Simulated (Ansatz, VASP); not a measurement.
One calculation of Rb, two programs

The input INCAR:

```
SYSTEM = Rb
ALGO = Normal
EDIFF = 1E-6
ENCUT = 520
GGA = PE
ISIF = 2
ISMEAR = -1
LASPH = .True.
LCHARG = .False.
LREAL = .False.
LWAVE = .False.
NBANDS = 26
NELM = 100
PREC = Accurate
SIGMA = 0.05
```

File KPOINTS:

```
k-points
0
Gamma
  6 6 4
  0 0 0
```

POSCAR

```
Rb
1.0
    3.7611928268      0.0000000000      0.0000000000
   -1.8805964134      3.2572885365      0.0000000000
    0.0000000000      0.0000000000     11.9512375299
Rb
4
Direct
    0.0000000000      0.0000000000      0.0000000000
    0.0000000000      0.0000000000      0.5000000000
    0.3333333333      0.6666666667      0.2500000000
    0.6666666667      0.3333333333      0.7500000000
```

Input for Ansatz:

```yaml
crystal:
  lattice:
    - [3.7611928268, 0.0, 0.0]
    - [-1.8805964134, 3.2572885365, 0.0]
    - [0.0, 0.0, 11.9512375299]
  atoms:
    - { symbol: Rb, position: [0.0, 0.0, 0.0] }
    - { symbol: Rb, position: [0.0, 0.0, 0.5] }
    - { symbol: Rb, position: [0.3333333333, 0.6666666667, 0.25] }
    - { symbol: Rb, position: [0.6666666667, 0.3333333333, 0.75] }
kpoints:
  mp_grid: { grid: [6, 6, 4] }
  band_path:
    path:
      - [0.0, 0.0, 0.0]
      - [0.5, 0.0, 0.0]
      - [0.3333333333, 0.3333333333, 0.0]
      - [0.0, 0.0, 0.0]
      - [0.0, 0.0, 0.5]
      - [0.5, 0.0, 0.5]
      - [0.3333333333, 0.3333333333, 0.5]
      - [0.0, 0.0, 0.5]
      - [0.5, 0.0, 0.5]
    npoints: 8
scf:
  occupations: { method: fermi_dirac, width: 0.05 }
hamiltonian:
  xc: pbe
  pseudopotentials: { kind: paw }
output:
  forces: true
  stress: true
  eigenvalues: true
  populations: true
  dos: { projected: true, de: 0.2, e_range: [-14, 8] }
```

Change from the starting cell: volume scaled by 0.4, PAW files.

Alike in both runs: task single point; functional PBE; k mesh 6 × 6 × 4; occupations fermi-dirac, width 0.05 eV; no spin polarisation.

|  | VASP | Ansatz |
| --- | --- | --- |
| version | VASP 6.6.1 | Ansatz 0.2.0 |
| potentials or method | VASP PAW PBE potentials, release 64 (Rb_sv) | PAW with Ansatz's default frozen-core files, scalar-relativistic |
| plane-wave cutoff (eV) | 520 | 420 |
| valence electrons in the cell | 36 | 36 |

```tsv
	VASP	Ansatz	Ansatz less VASP
pressure (GPa)	11.1	11.1	-0.03
traceless stress, the component that is largest in VASP (GPa)	0.62	0.62	-0.002
```
